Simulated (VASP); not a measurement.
Wanted: the native input for a VASP 6.6.1 run.

* Task: single point
* Functional: r2SCAN
* Potentials or basis: VASP PAW PBE potentials, release 64 (O, B, Fe)
* Cutoff: 520 eV
* k mesh: 1 × 2 × 2
* Occupations: fermi-dirac, width 0.02 eV
* Spin: collinear spin, ferromagnetic start
* Starting moments: [0.0, 0.0, 0.0, 0.0, 0.0, 0.0, 0.0, 0.0, 0.0, 0.0, 0.0, 0.0, 0.0, 0.0, 0.0, 0.0, 0.0, 0.0, 0.0, 0.4] μB
* Hubbard terms: Fe d U = 2.8 eV
* Dipole correction: no
* Further INCAR settings: LREAL = Auto; ALGO = Normal; EDIFF = 1e-06; NBANDS = 70

The system is FeB7O12 (a cell with a defect).

```
O B Fe
1.0
     7.80300    0.00000    0.00000
     0.00000    4.61300    0.00000
     0.00000    0.00000    4.12900
O B Fe
12 7 1
Direct
  0.50000 0.25250 0.50000
  0.50000 0.74750 0.00000
  0.79110 0.13020 0.58020
  0.20890 0.86980 0.08020
  0.79110 0.86980 0.08020
  0.20890 0.13020 0.58020
  0.00000 0.75250 0.50000
  0.00000 0.24750 0.00000
  0.29110 0.63020 0.58020
  0.70890 0.36980 0.08020
  0.29110 0.36980 0.08020
  0.70890 0.63020 0.58020
  0.16460 0.83940 0.43350
  0.83540 0.16060 0.93350
  0.16460 0.16060 0.93350
  0.83540 0.83940 0.43350
  0.33540 0.66060 0.93350
  0.66460 0.66060 0.93350
  0.33540 0.33940 0.43350
  0.66460 0.33940 0.43350
```

The input as run:

POSCAR

```
FeB7O12
1.0
    7.8030000000      0.0000000000      0.0000000000
    0.0000000000      4.6130000000      0.0000000000
    0.0000000000      0.0000000000      4.1290000000
O B Fe
12 7 1
Direct
    0.5000000000      0.2525000000      0.5000000000
    0.5000000000      0.7475000000      0.0000000000
    0.7911000000      0.1302000000      0.5802000000
    0.2089000000      0.8698000000      0.0802000000
    0.7911000000      0.8698000000      0.0802000000
    0.2089000000      0.1302000000      0.5802000000
    0.0000000000      0.7525000000      0.5000000000
    0.0000000000      0.2475000000      0.0000000000
    0.2911000000      0.6302000000      0.5802000000
    0.7089000000      0.3698000000      0.0802000000
    0.2911000000      0.3698000000      0.0802000000
    0.7089000000      0.6302000000      0.5802000000
    0.1646000000      0.8394000000      0.4335000000
    0.8354000000      0.1606000000      0.9335000000
    0.1646000000      0.1606000000      0.9335000000
    0.8354000000      0.8394000000      0.4335000000
    0.3354000000      0.6606000000      0.9335000000
    0.6646000000      0.6606000000      0.9335000000
    0.3354000000      0.3394000000      0.4335000000
    0.6646000000      0.3394000000      0.4335000000
```

INCAR.step1

```
SYSTEM = FeB7O12
PREC = Accurate ; ENCUT = 520
ISMEAR = -1 ; SIGMA = 0.02
LREAL = Auto ; LASPH = .True.
NELM = 150 ; ISPIN = 2
MAGMOM = 0 0 0 0 0 0 0 0 0 0 0 0 0 0 0 0 0 0 0 0.4 ; LMAXMIX = 4
LDAU = .True. ; LDAUTYPE = 2
LDAUL = -1 -1 2 ; LDAUU = 0 0 2.8
LDAUJ = 0 0 0 ; NBANDS = 70
GGA = PE ; ALGO = Normal
EDIFF = 1E-4 ; LWAVE = .True.
LCHARG = .False.
```

INCAR.step2

```
SYSTEM = FeB7O12
PREC = Accurate ; ENCUT = 520
EDIFF = 1E-6 ; ISMEAR = -1
SIGMA = 0.02 ; LREAL = Auto
LASPH = .True. ; NELM = 150
ALGO = Normal ; ISIF = 2
LWAVE = .False. ; LCHARG = .False.
ISPIN = 2 ; MAGMOM = 0 0 0 0 0 0 0 0 0 0 0 0 0 0 0 0 0 0 0 0.4
LORBIT = 11 ; LMAXMIX = 4
LDAU = .True. ; LDAUTYPE = 2
LDAUL = -1 -1 2 ; LDAUU = 0 0 2.8
LDAUJ = 0 0 0 ; LDAUPRINT = 1
METAGGA = R2SCAN ; LMIXTAU = .True.
NBANDS = 70 ; ISTART = 1
```

KPOINTS

```
Automatic mesh
0
Gamma
  1 2 2
  0 0 0
```

Potentials or basis: VASP PAW PBE potentials, release 64 (O, B, Fe).

Launch:

```sh
$ cat potpaw_PBE.64/O/POTCAR potpaw_PBE.64/B/POTCAR potpaw_PBE.64/Fe/POTCAR > POTCAR
$ cp INCAR.step1 INCAR
$ mpirun -np 1 vasp_std > vasp.out
$ cp INCAR.step2 INCAR
$ mpirun -np 1 vasp_std > vasp.out
```

Results of the run:

```
Pressure                                              : 46.3 GPa
Largest force                                         : 27.015 eV/Å
Band gap on the k mesh                                : 1.44 eV
Net moment                                            : 1.00 μB per cell
Site moments                                          : O +0.03, +0.00, +0.05, -0.00, +0.01, +0.02 (each value once); B +0.00, +0.01, +0.03 (each value once); Fe +0.80 μB
Valence electrons inside the program's atomic spheres : O 5.39, 5.33, 5.36, 5.30, 5.35 (each value once); B 1.97, 1.99, 2.00 (each value once); Fe 10.87
```

Caveat: the k points lie up to 0.81 Å⁻¹ apart, too coarse for converged energies, forces and pressures; atoms lie so close that the PAW spheres overlap strongly, which falsifies energies and pressures; the PAW data sets were made with another functional, which shifts forces and pressure a little.

Run time: 6.1 min on 1 thread of Intel(R) Xeon(R) 6975P-C (Granite Rapids), with other jobs on the host, peak memory 0.38 GiB.
